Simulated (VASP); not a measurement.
# Rb4As (Pm-3m) in VASP: a series of runs

Runs on Rb4As. Level: PBE. Tasks: single point, relaxation of cell and atoms.

Everything below comes from runs of VASP 6.6.1. Logs are shortened: lines on timing, memory, paths and dates and some standing lists are left out, and cuts for length are marked.

## (1) The cell of the first run

Symmetry: Pm-3m, No. 221, cubic system. The conventional cell has a = 5.904 Å, b = 5.904 Å, c = 5.904 Å, α = 90.00°, β = 90.00°, γ = 90.00°. Within 3.9 Å of Rb (site symmetry m-3m) lie 6 Rb at 2.95 Å. Within 3.9 Å of Rb (site symmetry 4/mmm) lie 2 Rb at 2.95 Å. As (site symmetry m-3m) has 20 Rb at 4.17 to 5.11 Å within 5.5 Å.

The cell was generated, and may not be a known phase.

## (2) Single point, PBE

Input file INCAR:

```
SYSTEM = Rb4As
PREC = Accurate
ENCUT = 520
EDIFF = 1E-7
ISMEAR = 0
SIGMA = 0.1
LREAL = .False.
LASPH = .True.
NELM = 100
ALGO = Fast
ISIF = 2
LWAVE = .False.
LCHARG = .False.
GGA = PE
NBANDS = 28
```

Input file KPOINTS:

```
regular mesh
0
Gamma
  4 4 4
  0 0 0
```

Input file POSCAR:

```
Rb4As
1.0
    5.9037166400      0.0000000000      0.0000000000
    0.0000000000      5.9037166400      0.0000000000
    0.0000000000      0.0000000000      5.9037166400
Rb As
4 1
Direct
    0.5000000000      0.5000000000      0.5000000000
    0.0000000000      0.5000000000      0.5000000000
    0.5000000000      0.0000000000      0.5000000000
    0.5000000000      0.5000000000      0.0000000000
    0.0000000000      0.0000000000      0.0000000000
```

Potentials or basis: VASP PAW PBE potentials, release 64 (Rb_sv, As).

Run with:

```bash
$ cat potpaw_PBE.64/Rb_sv/POTCAR potpaw_PBE.64/As/POTCAR > POTCAR
$ mpirun -np 1 vasp_std > vasp.out
```

OUTCAR:

```text
SYSTEM = Rb4As
   PREC = Accurate
   ENCUT = 520
   EDIFF = 1E-7
   ISMEAR = 0
   LREAL = .False.
   LASPH = .True.
   NELM = 100
   ISIF = 2
   GGA = PE

 ion  position               nearest neighbor table
   1  0.500  0.500  0.500-   2 2.95   3 2.95   4 2.95   4 2.95   3 2.95   2 2.95
   2  0.000  0.500  0.500-   1 2.95   1 2.95   4 4.17   5 4.17   4 4.17   5 4.17   3 4.17   5 4.17
                             5 4.17   3 4.17   3 4.17   4 4.17   4 4.17   3 4.17
   3  0.500  0.000  0.500-   1 2.95   1 2.95   4 4.17   5 4.17   4 4.17   5 4.17   2 4.17   2 4.17
                             4 4.17   4 4.17   2 4.17   5 4.17   5 4.17   2 4.17
   4  0.500  0.500  0.000-   1 2.95   1 2.95   3 4.17   5 4.17   2 4.17   2 4.17   3 4.17   3 4.17
                             5 4.17   3 4.17   2 4.17   5 4.17   2 4.17   5 4.17
   5  0.000  0.000  0.000-   2 4.17   3 4.17   4 4.17   2 4.17   3 4.17   2 4.17   4 4.17   2 4.17
                             3 4.17   4 4.17   3 4.17   4 4.17

  LATTYP: Found a simple cubic cell.
 ALAT       =     5.9037166400

  Lattice vectors:

 A1 = (   5.9037166400,   0.0000000000,   0.0000000000)
 A2 = (   0.0000000000,   5.9037166400,   0.0000000000)
 A3 = (   0.0000000000,   0.0000000000,   5.9037166400)

Analysis of symmetry for initial positions (statically):
=====================================================================
 Subroutine PRICEL returns:
 Original cell was already a primitive cell.

 Routine SETGRP: Setting up the symmetry group for a
 simple cubic supercell.

 Subroutine GETGRP returns: Found 48 space group operations
 (whereof 48 operations were pure point group operations)
 out of a pool of 48 trial point group operations.

The static configuration has the point symmetry O_h .

Analysis of symmetry for dynamics (positions and initial velocities):
=====================================================================
 Subroutine PRICEL returns:
 Original cell was already a primitive cell.

 Routine SETGRP: Setting up the symmetry group for a
 simple cubic supercell.

 Subroutine GETGRP returns: Found 48 space group operations
 (whereof 48 operations were pure point group operations)
 out of a pool of 48 trial point group operations.

The dynamic configuration has the point symmetry O_h .

 Subroutine INISYM returns: Found 48 space group operations
 (whereof 48 operations are pure point group operations),
 and found     1 'primitive' translations

----------------------------------------------------------------------------------------

                                     Primitive cell

  volume of cell :     205.7674

  direct lattice vectors                    reciprocal lattice vectors
     5.903716640  0.000000000  0.000000000     0.169384823  0.000000000  0.000000000
     0.000000000  5.903716640  0.000000000     0.000000000  0.169384823  0.000000000
     0.000000000  0.000000000  5.903716640     0.000000000  0.000000000  0.169384823

  length of vectors
     5.903716640  5.903716640  5.903716640     0.169384823  0.169384823  0.169384823

  position of ions in fractional coordinates (direct lattice)
     0.500000000  0.500000000  0.500000000
     0.000000000  0.500000000  0.500000000
     0.500000000  0.000000000  0.500000000
     0.500000000  0.500000000  0.000000000
     0.000000000  0.000000000  0.000000000

  ion indices of the primitive-cell ions
   primitive index   ion index
                 1           1
                 2           2
                 3           3
                 4           4
                 5           5

----------------------------------------------------------------------------------------

 KPOINTS: regular mesh

Automatic generation of k-mesh.
 Grid dimensions read from file:
 generate k-points for:    4    4    4

 Generating k-lattice:

  Cartesian coordinates                     Fractional coordinates (reciprocal lattice)
     0.042346206  0.000000000  0.000000000     0.250000000  0.000000000  0.000000000
     0.000000000  0.042346206  0.000000000     0.000000000  0.250000000  0.000000000
     0.000000000  0.000000000  0.042346206     0.000000000  0.000000000  0.250000000

  Length of vectors
     0.042346206  0.042346206  0.042346206

  Shift w.r.t. Gamma in fractional coordinates (k-lattice)
     0.000000000  0.000000000  0.000000000

 Subroutine IBZKPT returns following result:
 ===========================================

 Found     10 irreducible k-points:

 Following reciprocal coordinates:
            Coordinates               Weight
  0.000000  0.000000  0.000000      1.000000
  0.250000  0.000000  0.000000      6.000000
  0.500000  0.000000  0.000000      3.000000
  0.250000  0.250000  0.000000     12.000000
  0.500000  0.250000  0.000000     12.000000
  0.500000  0.500000  0.000000      3.000000
  0.250000  0.250000  0.250000      8.000000
  0.500000  0.250000  0.250000     12.000000
  0.500000  0.500000  0.250000      6.000000
  0.500000  0.500000  0.500000      1.000000
   k-points           NKPTS =     10   k-points in BZ     NKDIM =     10   number of bands    NBANDS=     28
   number of dos      NEDOS =    301   number of ions     NIONS =      5
   total plane-waves  NPLWV = 110592
   dimension x,y,z NGX =    48 NGY =   48 NGZ =   48
   dimension x,y,z NGXF=    96 NGYF=   96 NGZF=   96
   ions per type =               4   1
   NGX,Y,Z   is equivalent  to a cutoff of  13.52, 13.52, 13.52 a.u.
   NGXF,Y,Z  is equivalent  to a cutoff of  27.03, 27.03, 27.03 a.u.
 SYSTEM =  Rb4As
   PREC   = accura    normal or accurate (medium, high low for compatibility)
   ISTART =      0    job   : 0-new  1-cont  2-samecut
   ICHARG =      2    charge: 1-file 2-atom 10-const
   ISPIN  =      1    spin polarized calculation?
   LNONCOLLINEAR =      F non collinear calculations
   LSORBIT =      F    spin-orbit coupling
   LASPH  =      T    aspherical Exc in radial PAW
   ENCUT  =  520.0 eV  38.22 Ry    6.18 a.u.  10.98 10.98 10.98*2*pi/ulx,y,z
   NELM   =    100;   NELMIN=  2; NELMDL= -5     # of ELM steps
   EDIFF  = 0.1E-06   stopping-criterion for ELM
   LREAL  =      F    real-space projection
   EDIFFG = 0.1E-05   stopping-criterion for IOM
   NSW    =      0    number of steps for IOM
   IBRION =     -1    ionic relax: 0-MD 1-quasi-New 2-CG
   NFREE  =      0    steps in history (QN), initial steepest desc. (CG)
   ISIF   =      2    stress and relaxation
   ISYM   =      2    0-nonsym 1-usesym 2-fastsym
   POTIM  = 0.5000    time-step for ionic-motion
   TEBEG  =    0.0;   TEEND  =   0.0 temperature during run
   PSTRESS=    0.0 pullay stress
   NELECT =      41.0000    total number of electrons
   NUPDOWN=      -1.0000    fix difference up-down
   EMIN   =  10.00;   EMAX   =-10.00  energy-range for DOS
   EFERMI =   0.00;   METHOD = LEGACY
   ISMEAR =     0;   SIGMA  =   0.10  broadening in eV -4-tet -1-fermi 0-gaus
   EFERMI_NEDOS =   21; number of points for ismear=-14 and -15
   IALGO  =     68    algorithm
   IMIX   =      4    mixing-type and parameters
     AMIX     =   0.40;   BMIX     =  1.00
     AMIX_MAG =   1.60;   BMIX_MAG =  1.00
  volume/ion in A,a.u.               =      41.15       277.72
  Fermi-wavevector in a.u.,A,eV,Ry     =   0.956189  1.806936 12.439783  0.914298
  Thomas-Fermi vector in A             =   2.085095
   LORBIT       =      0    0 simple, 1 ext, 2 COOP (PROOUT), +10 PAW based schemes
   GGA     = PE    functional components
   LHFCALC =     F    Hartree Fock is set to
   AEXX    =    0.0000 exact exchange contribution
   IVDW    =     0    specifies the selected vdW correction
   LEPSILON=     F    determine dielectric tensor
   LRPA    =     F    only Hartree local field effects (RPA)
 non-spin polarized calculation
 RMM-DIIS sequential band-by-band and
 Gauss-broadening in eV      SIGMA  =   0.10
  energy-cutoff  :      520.00
  volume of cell :      205.77
 maximum number of plane-waves:      5558
 NGX is ok and might be reduce to    48
   NGX = 21   NGY = 21   NGZ = 21

 number of electron      40.9999998 magnetization

 Free energy of the ion-electron system (eV)
  ---------------------------------------------------
  ext. energy  EPLUGINS =         0.00000000
  ---------------------------------------------------
  free energy    TOTEN  =        -3.78181472 eV

  energy without entropy =       -3.75435422  energy(sigma->0) =       -3.76808447

 E-fermi :   2.2578     XC(G=0):  -7.6382

 val. band max:        2.2546307629   @ k =   0.2500   0.2500   0.0000
 cond. band min:       2.2738847886   @ k =   0.2500   0.2500   0.0000
 fundamental gap:      0.0192540257
 Fermi energy:         2.2577631596

 k-point     1 :       0.0000    0.0000    0.0000
  band No.  band energies     occupation
      1     -29.0143      2.00000
      2     -27.2483      2.00000
      3     -27.2483      2.00000
      4     -27.1520      2.00000
      5     -14.1192      2.00000
      6     -14.1192      2.00000
[... 20 lines left out ...]
     27       4.0980      0.00000
     28       4.1464      0.00000

 k-point     2 :       0.2500    0.0000    0.0000
  band No.  band energies     occupation
      1     -28.9986      2.00000
      2     -27.2591      2.00000
      3     -27.2483      2.00000
      4     -27.1695      2.00000
      5     -14.1109      2.00000
      6     -14.1109      2.00000
[... 20 lines left out ...]
     27       4.1681      0.00000
     28       4.5041      0.00000

 k-point     3 :       0.5000    0.0000    0.0000
  band No.  band energies     occupation
      1     -28.9824      2.00000
      2     -27.2745      2.00000
      3     -27.2483      2.00000
      4     -27.1828      2.00000
      5     -14.1024      2.00000
      6     -14.1024      2.00000
[... 182 lines left out ...]
      3     -27.2743      2.00000
      4     -27.2443      2.00000
      5     -13.7261      2.00000
      6     -13.1467      2.00000
[... 20 lines left out ...]
     27       4.4072      0.00000
     28       5.6447      0.00000

 k-point    10 :       0.5000    0.5000    0.5000
  band No.  band energies     occupation
      1     -28.9150      2.00000
      2     -27.2743      2.00000
      3     -27.2743      2.00000
      4     -27.2743      2.00000
      5     -13.1322      2.00000
      6     -13.1322      2.00000
[... 20 lines left out ...]
     27       4.6161      0.00000
     28       4.7993      0.00000

------------------------ aborting loop because EDIFF is reached ----------------------------------------

  FORCE on cell =-STRESS in cart. coord.  units (eV):
  Direction    XX          YY          ZZ          XY          YZ          ZX
  --------------------------------------------------------------------------------------
  -------------------------------------------------------------------------------------
  Total        4.6424509      4.6424509      4.6424509      0.0000000      0.0000000     -0.0000000
  in kB       36.1477601     36.1477601     36.1477601      0.0000000      0.0000000     -0.0000000
  external PRESSURE =      36.1477601 kB  Pullay stress =       0.0000000 kB

 VOLUME and BASIS-vectors are now :
 -----------------------------------------------------------------------------
  energy-cutoff  :      520.00
  volume of cell :      205.77
      direct lattice vectors                 reciprocal lattice vectors
     5.903716640  0.000000000  0.000000000     0.169384823  0.000000000  0.000000000
     0.000000000  5.903716640  0.000000000     0.000000000  0.169384823  0.000000000
     0.000000000  0.000000000  5.903716640     0.000000000  0.000000000  0.169384823

 POSITION                                       TOTAL-FORCE (eV/Angst)
 -----------------------------------------------------------------------------------
      2.95186      2.95186      2.95186         0.000000      0.000000      0.000000
      0.00000      2.95186      2.95186         0.000000      0.000000      0.000000
      2.95186      0.00000      2.95186         0.000000      0.000000      0.000000
      2.95186      2.95186      0.00000         0.000000      0.000000      0.000000
      0.00000      0.00000      0.00000         0.000000      0.000000      0.000000
 -----------------------------------------------------------------------------------
    total drift:                                0.000000     -0.000000     -0.000000

  FREE ENERGIE OF THE ION-ELECTRON SYSTEM (eV)
  ---------------------------------------------------
  free  energy   TOTEN  =        -3.7818147239 eV

  energy  without entropy=       -3.7543542239  energy(sigma->0) =       -3.76808447
```

Run time: 3.5 min. Hardware: 1 thread of Oxide Virtual Turin-like, shared host; peak memory 0.29 GiB.

Results:

| Property | Result |
| --- | --- |
| Free energy | -3.7818 eV |
| Pressure | 3.6 GPa |
| Band gap on the k mesh | zero (an odd number of electrons rules out a gap without spin polarisation) |

Caveat: the cell stands under pressure.

## (3) Single point, PBE

This run uses another cell than the first one, of 77.74 Å³/atom.

Input file INCAR:

```
PREC = Accurate
ENCUT = 520
EDIFF = 1E-7
ISMEAR = 0
SIGMA = 0.1
LREAL = F
LASPH = T
NELM = 60
ALGO = Fast
ISIF = 2
LWAVE = F
LCHARG = T
GGA = PE
LELF = T
LVHAR = T
NBANDS = 28
```

Input file KPOINTS:

```
Automatic mesh
0
Gamma
  6 6 6
```

Changes to POSCAR since step 2:

```diff
@@ -2,5 +2,5 @@
 1.0
-    5.9037166400      0.0000000000      0.0000000000
-    0.0000000000      5.9037166400      0.0000000000
-    0.0000000000      0.0000000000      5.9037166400
+    7.2979509192      0.0000000000      0.0000000000
+    0.0000000000      7.2979509192      0.0000000000
+    0.0000000000      0.0000000000      7.2979509192
 Rb As
```

Potentials or basis: VASP PAW PBE potentials, release 64 (Rb_sv, As).

Run with:

```bash
$ cat potpaw_PBE.64/Rb_sv/POTCAR potpaw_PBE.64/As/POTCAR > POTCAR
$ mpirun -np 1 vasp_std > vasp.out
```

OUTCAR:

```text
PREC = Accurate
   ENCUT = 520
   EDIFF = 1E-7
   ISMEAR = 0
   LREAL = F
   LASPH = T
   NELM = 60
   ISIF = 2
   GGA = PE

 ion  position               nearest neighbor table
   1  0.500  0.500  0.500-   2 3.65   3 3.65   4 3.65   4 3.65   3 3.65   2 3.65
   2  0.000  0.500  0.500-   1 3.65   1 3.65   4 5.16   4 5.16   3 5.16   3 5.16   3 5.16   4 5.16
                             4 5.16   3 5.16
   3  0.500  0.000  0.500-   1 3.65   1 3.65   4 5.16   4 5.16   2 5.16   2 5.16   4 5.16   4 5.16
                             2 5.16   2 5.16
   4  0.500  0.500  0.000-   1 3.65   1 3.65   3 5.16   2 5.16   2 5.16   3 5.16   3 5.16   3 5.16
                             2 5.16   2 5.16
   5  0.000  0.000  0.000-

  LATTYP: Found a simple cubic cell.
 ALAT       =     7.2979509192

  Lattice vectors:

 A1 = (   7.2979509192,   0.0000000000,   0.0000000000)
 A2 = (   0.0000000000,   7.2979509192,   0.0000000000)
 A3 = (   0.0000000000,   0.0000000000,   7.2979509192)

Analysis of symmetry for initial positions (statically):
=====================================================================
[... 174 lines left out ...]
 E-fermi :  -0.2292     XC(G=0):  -5.6477

 val. band max:       -0.2350567244   @ k =   0.5000   0.3333   0.3333
 cond. band min:      -0.2175372076   @ k =   0.1667   0.1667   0.1667
 fundamental gap:      0.0175195168
 Fermi energy:        -0.2292295415

 k-point     1 :       0.0000    0.0000    0.0000
  band No.  band energies     occupation
      1     -30.0871      2.00000
      2     -29.3789      2.00000
      3     -29.3789      2.00000
      4     -29.3755      2.00000
      5     -14.4189      2.00000
      6     -14.4189      2.00000
[... 609 lines left out ...]
     27       1.7358      0.00000
     28       2.0650      0.00000

------------------------ aborting loop because EDIFF is reached ----------------------------------------

  FORCE on cell =-STRESS in cart. coord.  units (eV):
  Direction    XX          YY          ZZ          XY          YZ          ZX
  --------------------------------------------------------------------------------------
  -------------------------------------------------------------------------------------
  Total        0.0312445      0.0312445      0.0312445      0.0000000      0.0000000     -0.0000000
  in kB        0.1287896      0.1287896      0.1287896      0.0000000      0.0000000     -0.0000000
  external PRESSURE =       0.1287896 kB  Pullay stress =       0.0000000 kB

 VOLUME and BASIS-vectors are now :
 -----------------------------------------------------------------------------
  energy-cutoff  :      520.00
  volume of cell :      388.69
      direct lattice vectors                 reciprocal lattice vectors
     7.297950919  0.000000000  0.000000000     0.137024764  0.000000000  0.000000000
     0.000000000  7.297950919  0.000000000     0.000000000  0.137024764  0.000000000
     0.000000000  0.000000000  7.297950919     0.000000000  0.000000000  0.137024764

 POSITION                                       TOTAL-FORCE (eV/Angst)
 -----------------------------------------------------------------------------------
      3.64898      3.64898      3.64898         0.000000      0.000000      0.000000
      0.00000      3.64898      3.64898         0.000000      0.000000      0.000000
      3.64898      0.00000      3.64898         0.000000      0.000000      0.000000
      3.64898      3.64898      0.00000         0.000000      0.000000      0.000000
      0.00000      0.00000      0.00000         0.000000      0.000000      0.000000
 -----------------------------------------------------------------------------------
    total drift:                                0.000000      0.000000      0.000000

  FREE ENERGIE OF THE ION-ELECTRON SYSTEM (eV)
  ---------------------------------------------------
  free  energy   TOTEN  =        -5.1765931906 eV

  energy  without entropy=       -5.1283448166  energy(sigma->0) =       -5.15246900
```

OSZICAR:

```text
N       E                     dE             d eps       ncg     rms          rms(c)
DAV:   1     0.294775437049E+03    0.29478E+03   -0.15493E+04  1120   0.112E+03
DAV:   2     0.253353477131E+02   -0.26944E+03   -0.26582E+03  1564   0.238E+02
DAV:   3    -0.693081029363E+01   -0.32266E+02   -0.32161E+02  1504   0.762E+01
DAV:   4    -0.807637325896E+01   -0.11456E+01   -0.11427E+01  1524   0.162E+01
[... 20 lines left out ...]
RMM:  25    -0.517659261015E+01   -0.39028E-06   -0.41240E-06   824   0.149E-03    0.117E-03
RMM:  26    -0.517659284653E+01   -0.23638E-06   -0.25594E-06   754   0.128E-03    0.107E-03
RMM:  27    -0.517659302372E+01   -0.17719E-06   -0.18421E-06   708   0.116E-03    0.119E-03
RMM:  28    -0.517659311253E+01   -0.88811E-07   -0.11210E-06   829   0.117E-03    0.662E-04
RMM:  29    -0.517659319060E+01   -0.78071E-07   -0.89189E-07   810   0.108E-03
   1 F= -.51765932E+01 E0= -.51524690E+01  d E =-.482484E-01
```

Run time: 11 min. Hardware: 1 thread of Oxide Virtual Turin-like, shared host; peak memory 0.46 GiB.

What came out:

```yaml
Free_energy: -5.1766 eV
Pressure: 0.0 GPa
Band_gap_on_the_k_mesh: zero (an odd number of electrons rules out a gap without spin polarisation)
```

[end of part 1 of 2]

The gap in the log of VASP goes by the Fermi energy; the results here count the filled bands.